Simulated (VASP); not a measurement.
Here is a VASP 6.6.1 calculation.

File INCAR:

```
PREC = Accurate
ENCUT = 520
EDIFF = 1E-7
ISMEAR = 0
SIGMA = 0.05
LREAL = F
LASPH = T
NELM = 80
ALGO = Normal
ISIF = 2
LWAVE = F
LCHARG = F
NBANDS = 11
```

File KPOINTS:

```
Automatic mesh
0
Gamma
  6 6 6
```

Contents of POSCAR:

```
MgO
1.0
    0.0000000000      2.1351500000      2.1351500000
    2.1351500000      0.0000000000      2.1351500000
    2.1351500000      2.1351500000      0.0000000000
Mg O
1 1
Direct
    0.0000000000      0.0000000000      0.0000000000
    0.5000000000      0.5000000000      0.5000000000
```

Potentials or basis: VASP PAW LDA potentials, release 64 (Mg, O).

The run is started by

```console
$ cat potpaw_LDA.64/Mg/POTCAR potpaw_LDA.64/O/POTCAR > POTCAR
$ mpirun -np 1 vasp_std > vasp.out
```

(1) Predict the pressure.

(2) Predict the band gap on the k mesh.

## Answers

(1) -13.3 GPa.

(2) 4.26 eV, direct.

Caveat: the k points lie up to 0.42 Å⁻¹ apart.
